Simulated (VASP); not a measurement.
Wanted: the native input for a VASP 6.6.1 run.

| Property | Result |
| --- | --- |
| Task | single point |
| Functional | PBE |
| Potentials or basis | VASP PAW PBE potentials, release 64 (Zn, Cu) |
| Cutoff | 520 eV |
| k mesh | 18 × 18 × 18 |
| Occupations | gaussian, width 0.15 eV |
| Spin | no spin polarisation |
| Dipole correction | no |
| Further INCAR settings | ALGO = Fast; EDIFF = 1e-06; NBANDS = 18 |

The structure of ZnCu lies in POSCAR:

```
ZnCu
1.0
    2.9469550329      0.0765442866      0.0765442866
    0.0765442866      2.9469550329      0.0765442866
    0.0765442866      0.0765442866      2.9469550329
Zn Cu
1 1
Direct
    0.5000000000      0.5000000000      0.5000000000
    0.0000000000      0.0000000000      0.0000000000
```

This cell differs from its parent crystal: ratio of the length along [111] to the lengths across it x 1.08, volume and fractional coordinates fixed.

The input as run:

INCAR

```
PREC = Accurate ; ENCUT = 520
EDIFF = 1E-6 ; ISMEAR = 0
SIGMA = 0.15 ; LREAL = F
LASPH = T ; NELM = 80
ALGO = Fast ; ISIF = 2
LWAVE = F ; LCHARG = T
GGA = PE ; LELF = T
LVHAR = T ; NBANDS = 18
```

KPOINTS

```
Automatic mesh
0
Gamma
  18 18 18
```

Potentials or basis: VASP PAW PBE potentials, release 64 (Zn, Cu).

Command:

```console
$ cat potpaw_PBE.64/Zn/POTCAR potpaw_PBE.64/Cu/POTCAR > POTCAR
$ mpirun -np 1 vasp_std > vasp.out
```

It gave:

The pressure is 4.1 GPa and the band gap on the k mesh is zero (an odd number of electrons rules out a gap without spin polarisation).

Caveat: the cell stands under pressure.

It took 3.9 min on 1 thread of Intel(R) Xeon(R) Platinum 8259CL CPU @ 2.50GHz (Skylake/Cascade Lake) (shared host), peak memory 0.37 GiB.
